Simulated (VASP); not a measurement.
**SiC (Moissanite): single point with LDA**

Crystal: SiC (Moissanite).

```
Si C
1.0
     3.07600    0.00000    0.00000
    -1.53800    2.66389    0.00000
     0.00000    0.00000    5.04800
Si C
2 2
Cartesian
  0.0000 1.7759 0.0000
  1.5380 0.8880 2.5240
  0.0000 1.7759 1.9435
  1.5380 0.8880 4.4675
```

- Program: VASP 6.6.1
- Task: single point
- Functional: LDA
- Potentials or basis: VASP PAW LDA potentials, release 64 (Si, C)
- Cutoff: 520 eV
- k mesh: 12 × 12 × 6
- Occupations: gaussian, width 0.01 eV
- Spin: no spin polarisation
- Dipole correction: no
- Further INCAR settings: ALGO = Normal; EDIFF = 1e-07; NBANDS = 16

- Pressure: -3.6 GPa
- Largest force: 0.734 eV/Å
- Band gap on the k mesh: 2.20 eV, indirect (least direct gap 3.98 eV)

Forces on the atoms (eV/Å):
```
Si   0.000  0.000  0.734
Si   0.000  0.000  0.734
C    0.000  0.000 -0.734
C    0.000  0.000 -0.734
```

Stress tensor (GPa, compression positive):
```
-2.16  0.00  0.00
 0.00 -2.16  0.00
 0.00  0.00 -6.42
```

Levels at points of the mesh, in eV from the valence-band top:
```
           k point  band 5  band 6  band 7  band 8  band 9  band 10  band 11  band 12
(0.00, 0.00, 0.00)   -1.55   -0.27   -0.27    0.00    4.59     6.04     6.40     6.40
(0.50, 0.00, 0.00)   -5.44   -3.54   -3.29   -1.48    2.49     4.12     6.67     7.12
(0.00, 0.00, 0.50)   -0.96   -0.96   -0.96   -0.96    5.65     5.65     7.07     7.07
(0.50, 0.00, 0.50)   -2.69   -2.69   -2.34   -2.34    3.10     3.10     4.89     4.89
```

Wall time 23 s on 1 thread of Intel(R) Xeon(R) Platinum 8488C (Sapphire Rapids), with other jobs on the host, peak memory 0.16 GiB.

A k mesh can miss the band edges. Expect the measured gap to be larger: semilocal functionals such as LDA lack the derivative discontinuity.
